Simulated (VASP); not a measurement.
Here is a VASP 6.6.1 calculation.

Contents of INCAR:

```
SYSTEM = ZrB2
PREC     = Accurate       ! precision mode
ENCUT    = 600            ! plane-wave cutoff, eV
EDIFF    = 1E-6           ! SCF threshold, eV
ISMEAR   = 0              ! smearing method
SIGMA    = 0.1            ! smearing width, eV
LREAL    = .False.        ! projectors in reciprocal space
LASPH    = .True.         ! aspherical terms in the spheres
NELM     = 80             ! most SCF steps
ALGO     = Normal         ! electronic algorithm
ISIF     = 3              ! what is computed and relaxed
LWAVE    = .False.        ! write WAVECAR
LCHARG   = .False.        ! write CHGCAR
GGA      = PE             ! functional
IBRION   = 2              ! ionic algorithm
NSW      = 100            ! ionic steps
EDIFFG   = -0.01          ! ionic threshold
```

Contents of KPOINTS:

```
Automatic mesh
0
Gamma
  18 18 18
  0 0 0
```

POSCAR

```
ZrB2
1.0
    1.5599289671      0.9006254091      4.2499824800
   -1.5599289671      0.9006254091      4.2499824800
    0.0000000000     -1.8012508182      4.2499824800
Zr B
1 2
Direct
    0.0000000000      0.0000000000      0.0000000000
    0.8139618448      0.8139618448      0.8139618448
    0.1860381552      0.1860381552      0.1860381552
```

Potentials or basis: VASP PAW PBE potentials, release 64 (Zr_sv, B).

Run with:

```console
$ cat potpaw_PBE.64/Zr_sv/POTCAR potpaw_PBE.64/B/POTCAR > POTCAR
$ mpirun -np 1 vasp_std > vasp.out
```

**Question.** Estimate the relaxed cell.

**Answer.** a = 4.612 Å, b = 4.612 Å, c = 4.612 Å, α = 39.62°, β = 39.62°, γ = 39.62°.

**Question.** What does it give for the band gap on the k mesh?

**Answer.** Zero (bands 9 and 10 overlap by 1.72 eV).

**Question.** Estimate the relaxed volume.

**Answer.** 11.97 Å³/atom.

**Question.** Estimate the space group after relaxing (to 0.1 Å).

**Answer.** R-3m (No. 166).

Final structure:
```xyz
3
Lattice="1.5629 0.9023 4.2437 -1.5629 0.9023 4.2437 0.0000 -1.8047 4.2437" Properties=species:S:1:pos:R:3 pbc="T T T"
Zr    0.0000    0.0000    0.0000
B     0.0000    0.0000   10.3632
B     0.0000    0.0000    2.3680
```
